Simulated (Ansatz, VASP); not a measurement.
## Two plane-wave programs on ZrTi3N4

```
Zr Ti N
1.0
     4.65466    0.00000    0.00000
     0.00000    4.65466    0.00000
     0.00000    0.00000    4.65466
Zr Ti N
1 3 4
Direct
  0.00000 0.00000 0.00000
  0.50000 0.50000 0.00000
  0.00000 0.50000 0.50000
  0.50000 0.00000 0.50000
  0.00000 0.00000 0.50000
  0.50000 0.00000 0.00000
  0.00000 0.50000 0.00000
  0.50000 0.50000 0.50000
```

Alike in both runs: task single point; functional PBE; k mesh 4 × 4 × 4; occupations gaussian, width 0.1 eV; collinear spin.

```csv
,VASP,Ansatz
version,VASP 6.6.1,Ansatz 0.2.0
potentials or method,"VASP PAW PBE potentials, release 64 (Zr_sv, Ti_sv, N), cutoff 520 eV","scalar-relativistic, plane waves, PAW"
valence electrons in the cell,68,68
```

|  | VASP | Ansatz | Ansatz less VASP |
| --- | --- | --- | --- |
| gap on the k mesh at the Fermi level (eV) | none | none | - |
| net moment per atom (μB) | 0.00 | 0.00 | 0.000 |

A gap of «none» marks a metal or a gap that the smearing closes. Ansatz's warnings: seeded moment not kept.
